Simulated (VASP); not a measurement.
# Ta (Im-3m) in VASP: notebook

Ta is run at these levels: PBEsol; tasks: electric field gradients.

All numbers are computed with VASP 6.6.1; they aren't measurements. Logs are shortened: lines on timing, memory, paths and dates and some standing lists are left out, and cuts for length are marked.

### 1 The cell of the first run

It takes space group Im-3m (No. 229, cubic). Conventional cell: a = 3.292 Å, b = 3.292 Å, c = 3.292 Å, α = 90.00°, β = 90.00°, γ = 90.00°. Ta (site symmetry m-3m) has 14 Ta at 2.85 to 3.29 Å within 3.8 Å.

### 2 Electric field gradients, PBEsol (volume scaled by 0.99)

Contents of INCAR:

```
SYSTEM = Ta
PREC = Accurate
ENCUT = 520
EDIFF = 1E-8
ISMEAR = -1
SIGMA = 0.08
LREAL = .False.
LASPH = .True.
NELM = 60
ALGO = Normal
ISIF = 2
LWAVE = .False.
LCHARG = .False.
GGA = PS
LEFG = .True.
NBANDS = 12
```

Contents of KPOINTS:

```
Automatic mesh
0
Gamma
  17 17 17
  0 0 0
```

Contents of POSCAR:

```
Ta
1.0
   -1.6457572832      1.6457572832      1.6457572832
    1.6457572832     -1.6457572832      1.6457572832
    1.6457572832      1.6457572832     -1.6457572832
Ta
1
Direct
    0.0000000000      0.0000000000      0.0000000000
```

Potentials or basis: VASP PAW PBE potentials, release 64 (Ta_pv).

On the command line:

```console
$ cat potpaw_PBE.64/Ta_pv/POTCAR > POTCAR
$ mpirun -np 1 vasp_std > vasp.out
```

OUTCAR:

```text
SYSTEM = Ta
   PREC = Accurate
   ENCUT = 520
   EDIFF = 1E-8
   ISMEAR = -1
   LREAL = .False.
   LASPH = .True.
   NELM = 60
   ISIF = 2
   GGA = PS

 ion  position               nearest neighbor table
   1  0.000  0.000  0.000-

  LATTYP: Found a body centered cubic cell.
 ALAT       =     3.2915145664

  Lattice vectors:

 A1 = (  -1.6457572832,   1.6457572832,   1.6457572832)
 A2 = (   1.6457572832,  -1.6457572832,   1.6457572832)
 A3 = (   1.6457572832,   1.6457572832,  -1.6457572832)

Analysis of symmetry for initial positions (statically):
=====================================================================
 Subroutine PRICEL returns:
 Original cell was already a primitive cell.

 Routine SETGRP: Setting up the symmetry group for a
 body centered cubic supercell.

 Subroutine GETGRP returns: Found 48 space group operations
 (whereof 48 operations were pure point group operations)
 out of a pool of 48 trial point group operations.

The static configuration has the point symmetry O_h .

Analysis of symmetry for dynamics (positions and initial velocities):
=====================================================================
 Subroutine PRICEL returns:
 Original cell was already a primitive cell.

 Routine SETGRP: Setting up the symmetry group for a
 body centered cubic supercell.

 Subroutine GETGRP returns: Found 48 space group operations
 (whereof 48 operations were pure point group operations)
 out of a pool of 48 trial point group operations.

The dynamic configuration has the point symmetry O_h .

 Subroutine INISYM returns: Found 48 space group operations
 (whereof 48 operations are pure point group operations),
 and found     1 'primitive' translations

----------------------------------------------------------------------------------------

                                     Primitive cell

  volume of cell :      17.8302

  direct lattice vectors                    reciprocal lattice vectors
    -1.645757283  1.645757283  1.645757283     0.000000000  0.303811507  0.303811507
     1.645757283 -1.645757283  1.645757283     0.303811507  0.000000000  0.303811507
     1.645757283  1.645757283 -1.645757283     0.303811507  0.303811507  0.000000000

  length of vectors
     2.850535231  2.850535231  2.850535231     0.429654353  0.429654353  0.429654353

  position of ions in fractional coordinates (direct lattice)
     0.000000000  0.000000000  0.000000000

  ion indices of the primitive-cell ions
   primitive index   ion index
                 1           1

----------------------------------------------------------------------------------------

 KPOINTS: Automatic mesh

Automatic generation of k-mesh.
 Grid dimensions read from file:
 generate k-points for:   17   17   17

 Generating k-lattice:

  Cartesian coordinates                     Fractional coordinates (reciprocal lattice)
     0.000000000  0.017871265  0.017871265     0.058823529  0.000000000  0.000000000
     0.017871265  0.000000000  0.017871265     0.000000000  0.058823529  0.000000000
     0.017871265  0.017871265  0.000000000     0.000000000  0.000000000  0.058823529

  Length of vectors
     0.025273785  0.025273785  0.025273785

  Shift w.r.t. Gamma in fractional coordinates (k-lattice)
     0.000000000  0.000000000  0.000000000

 Subroutine IBZKPT returns following result:
 ===========================================

 Found    165 irreducible k-points:

 Following reciprocal coordinates:
            Coordinates               Weight
  0.000000  0.000000  0.000000      1.000000
  0.058824  0.000000  0.000000     12.000000
  0.117647  0.000000  0.000000     12.000000
  0.176471  0.000000  0.000000     12.000000
  0.235294  0.000000  0.000000     12.000000
  0.294118  0.000000  0.000000     12.000000
[... 16 lines left out ...]
  0.411765  0.117647  0.000000     48.000000
  0.176471  0.176471  0.000000     24.000000
 [... further k-points ...]
   k-points           NKPTS =    165   k-points in BZ     NKDIM =    165   number of bands    NBANDS=     12
   number of dos      NEDOS =    301   number of ions     NIONS =      1
   total plane-waves  NPLWV =  13824
   dimension x,y,z NGX =    24 NGY =   24 NGZ =   24
   dimension x,y,z NGXF=    48 NGYF=   48 NGZF=   48
   ions per type =               1
   NGX,Y,Z   is equivalent  to a cutoff of  14.00, 14.00, 14.00 a.u.
   NGXF,Y,Z  is equivalent  to a cutoff of  27.99, 27.99, 27.99 a.u.
 SYSTEM =  Ta
   PREC   = accura    normal or accurate (medium, high low for compatibility)
   ISTART =      0    job   : 0-new  1-cont  2-samecut
   ICHARG =      2    charge: 1-file 2-atom 10-const
   ISPIN  =      1    spin polarized calculation?
   LNONCOLLINEAR =      F non collinear calculations
   LSORBIT =      F    spin-orbit coupling
   LASPH  =      T    aspherical Exc in radial PAW
   ENCUT  =  520.0 eV  38.22 Ry    6.18 a.u.   5.30  5.30  5.30*2*pi/ulx,y,z
   NELM   =     60;   NELMIN=  2; NELMDL= -5     # of ELM steps
   EDIFF  = 0.1E-07   stopping-criterion for ELM
   LREAL  =      F    real-space projection
   EDIFFG = 0.1E-06   stopping-criterion for IOM
   NSW    =      0    number of steps for IOM
   IBRION =     -1    ionic relax: 0-MD 1-quasi-New 2-CG
   NFREE  =      0    steps in history (QN), initial steepest desc. (CG)
   ISIF   =      2    stress and relaxation
   ISYM   =      2    0-nonsym 1-usesym 2-fastsym
   POTIM  = 0.5000    time-step for ionic-motion
   TEBEG  =    0.0;   TEEND  =   0.0 temperature during run
   PSTRESS=    0.0 pullay stress
   NELECT =      11.0000    total number of electrons
   NUPDOWN=      -1.0000    fix difference up-down
   EMIN   =  10.00;   EMAX   =-10.00  energy-range for DOS
   EFERMI =   0.00;   METHOD = LEGACY
   ISMEAR =    -1;   SIGMA  =   0.08  broadening in eV -4-tet -1-fermi 0-gaus
   EFERMI_NEDOS =   21; number of points for ismear=-14 and -15
   IALGO  =     38    algorithm
   IMIX   =      4    mixing-type and parameters
     AMIX     =   0.40;   BMIX     =  1.00
     AMIX_MAG =   1.60;   BMIX_MAG =  1.00
  volume/ion in A,a.u.               =      17.83       120.32
  Fermi-wavevector in a.u.,A,eV,Ry     =   1.393649  2.633614 26.426002  1.942256
  Thomas-Fermi vector in A             =   2.517274
   LORBIT       =      0    0 simple, 1 ext, 2 COOP (PROOUT), +10 PAW based schemes
   GGA     = PS    functional components
   LHFCALC =     F    Hartree Fock is set to
   AEXX    =    0.0000 exact exchange contribution
   IVDW    =     0    specifies the selected vdW correction
   LEPSILON=     F    determine dielectric tensor
   LRPA    =     F    only Hartree local field effects (RPA)
 non-spin polarized calculation
  energy-cutoff  :      520.00
  volume of cell :       17.83
 maximum number of plane-waves:       491
 NGX is ok and might be reduce to    24
   NGX = 11   NGY = 11   NGZ = 11

 number of electron      11.0000002 magnetization

 Free energy of the ion-electron system (eV)
  ---------------------------------------------------
  ext. energy  EPLUGINS =         0.00000000
  ---------------------------------------------------
  free energy    TOTEN  =       -12.56492299 eV

  energy without entropy =      -12.53772408  energy(sigma->0) =      -12.55132354

 E-fermi :   5.4006     XC(G=0): -12.7802

 val. band max:        5.3916711615   @ k =  -0.3529   0.3529   0.0588
 cond. band min:       5.4133088753   @ k =   0.1765   0.0588   0.0000
 fundamental gap:      0.0216377139
 Fermi energy:         5.4006475474

 k-point     1 :       0.0000    0.0000    0.0000
  band No.  band energies     occupation
      1     -27.5822      2.00000
      2     -27.5822      2.00000
      3     -27.5822      2.00000
      4      -2.5656      2.00000
      5       6.1226      0.00024
      6       6.1226      0.00024
      7       6.1226      0.00024
      8       9.4288      0.00000
      9       9.4288      0.00000
     10      20.0994      0.00000
     11      20.4912      0.00000
     12      20.4912      0.00000

 k-point     2 :       0.0588    0.0000    0.0000
  band No.  band energies     occupation
      1     -27.6272      2.00000
      2     -27.5960      2.00000
      3     -27.5824      2.00000
      4      -2.4081      2.00000
      5       6.0200      0.00087
      6       6.0937      0.00035
      7       6.2766      0.00004
      8       9.2603      0.00000
      9       9.4288      0.00000
     10      20.0992      0.00000
     11      20.6343      0.00000
     12      20.7664      0.00000

 k-point     3 :       0.1176    0.0000    0.0000
  band No.  band energies     occupation
      1     -27.7546      2.00000
      2     -27.6353      2.00000
      3     -27.5832      2.00000
      4      -1.9544      2.00000
      5       5.7400      0.02835
      6       5.9680      0.00166
      7       6.7336      0.00000
      8       8.9243      0.00000
      9       9.4390      0.00000
     10      20.0985      0.00000
     11      20.9854      0.00000
     12      21.5614      0.00000

 k-point     4 :       0.1765    0.0000    0.0000
  band No.  band energies     occupation
      1     -27.9430      2.00000
      2     -27.6943      2.00000
      3     -27.5843      2.00000
      4      -1.2640      2.00000
      5       5.3500      1.30659
      6       5.6917      0.05122
      7       7.4774      0.00000
      8       8.7277      0.00000
      9       9.4826      0.00000
     10      20.0971      0.00000
     11      21.2426      0.00000
     12      22.8012      0.00000

 k-point     5 :       0.2353    0.0000    0.0000
  band No.  band energies     occupation
      1     -28.1633      2.00000
      2     -27.7646      2.00000
      3     -27.5857      2.00000
      4      -0.4502      2.00000
      5       4.9239      1.99485
      6       5.3632      1.22964
      7       8.4786      0.00000
      8       8.7917      0.00000
      9       9.5829      0.00000
     10      20.0933      0.00000
     11      20.8949      0.00000
     12      22.6372      0.00000
[... 228 lines left out ...]
      1     -28.5642      2.00000
      2     -27.9337      2.00000
      3     -27.6457      2.00000
      4       1.2142      2.00000
      5       4.2100      2.00000
      6       5.1179      1.94331
      7       8.9371      0.00000
      8      10.2335      0.00000
      9      11.6533      0.00000
     10      18.6505      0.00000
     11      20.0176      0.00000
     12      20.2341      0.00000

 k-point    22 :       0.3529    0.1176   -0.0000
  band No.  band energies     occupation
      1     -28.6808      2.00000
      2     -27.9936      2.00000
      3     -27.6482      2.00000
      4       1.3954      2.00000
      5       4.0166      2.00000
      6       5.7039      0.04416
      7       9.1545      0.00000
      8      10.3853      0.00000
      9      12.9177      0.00000
     10      17.4996      0.00000
     11      18.9601      0.00000
     12      20.1193      0.00000

 k-point    23 :       0.4118    0.1176    0.0000
  band No.  band energies     occupation
      1     -28.7424      2.00000
      2     -28.0259      2.00000
      3     -27.6494      2.00000
      4       1.4181      2.00000
      5       3.9177      2.00000
      6       6.2398      0.00006
      7       9.1485      0.00000
      8      10.5926      0.00000
      9      13.7738      0.00000
     10      16.6641      0.00000
     11      18.4009      0.00000
     12      20.1149      0.00000

 k-point    24 :       0.1765    0.1765    0.0000
  band No.  band energies     occupation
      1     -28.3720      2.00000
      2     -27.8440      2.00000
      3     -27.6639      2.00000
      4       0.7271      2.00000
      5       4.5179      1.99997
      6       4.7937      1.99899
      7       8.4561      0.00000
      8      10.1339      0.00000
      9      10.2985      0.00000
     10      19.9990      0.00000
     11      20.2699      0.00000
     12      22.3057      0.00000

 [... further k-points ...]
[... 5 lines left out ...]
  --------------------------------------------------------------------------------------
  -------------------------------------------------------------------------------------
  Total       -0.1812452     -0.1812452     -0.1812452     -0.0000000     -0.0000000      0.0000000
  in kB      -16.2862032    -16.2862032    -16.2862032     -0.0000000     -0.0000000      0.0000000
  external PRESSURE =     -16.2862032 kB  Pullay stress =       0.0000000 kB

 VOLUME and BASIS-vectors are now :
 -----------------------------------------------------------------------------
  energy-cutoff  :      520.00
  volume of cell :       17.83
      direct lattice vectors                 reciprocal lattice vectors
    -1.645757283  1.645757283  1.645757283     0.000000000  0.303811507  0.303811507
     1.645757283 -1.645757283  1.645757283     0.303811507  0.000000000  0.303811507
     1.645757283  1.645757283 -1.645757283     0.303811507  0.303811507  0.000000000

 POSITION                                       TOTAL-FORCE (eV/Angst)
 -----------------------------------------------------------------------------------
      0.00000      0.00000      0.00000        -0.000000      0.000000     -0.000000
 -----------------------------------------------------------------------------------
    total drift:                               -0.000000      0.000000      0.000000

  FREE ENERGIE OF THE ION-ELECTRON SYSTEM (eV)
  ---------------------------------------------------
  free  energy   TOTEN  =       -12.5649229945 eV

  energy  without entropy=      -12.5377240797  energy(sigma->0) =      -12.55132354

 Electric field gradients (V/A^2)
---------------------------------------------------------------------
 ion       V_xx      V_yy      V_zz      V_xy      V_xz      V_yz
---------------------------------------------------------------------
   1       0.000    -0.000     0.000    -0.000    -0.000    -0.000
---------------------------------------------------------------------

 Electric field gradients after diagonalization (V/A^2)
 (convention: |V_zz| > |V_xx| > |V_yy|)
----------------------------------------------------------------------
 ion       V_xx      V_yy      V_zz     asymmetry (V_yy - V_xx)/ V_zz
----------------------------------------------------------------------
   1       0.000     0.000    -0.000       0.000
----------------------------------------------------------------------

           NMR quadrupolar parameters

 Cq : quadrupolar parameter    Cq=e*Q*V_zz/h
 eta: asymmetry parameters     (V_yy - V_xx)/ V_zz
 Q  : nuclear electric quadrupole moment in mb (millibarn)
----------------------------------------------------------------------
 ion       Cq(MHz)       eta       Q (mb)
----------------------------------------------------------------------
   1      -0.000       0.000       1.000
----------------------------------------------------------------------
```

It took 48 s on 1 thread of AMD EPYC 7R13, shared host; peak memory 0.13 GiB.

Results:

```
Free energy : -12.5649 eV
Pressure    : -1.6 GPa
```

Caveat: without QUAD_EFG the Cq values of the log hold for a quadrupole moment of 1 mb, not for the nuclei; the PAW data sets were made with another functional, which shifts forces and pressure a little; spin-orbit coupling is left out, which moves the levels of the heavy elements.

[end of part 1 of 2]
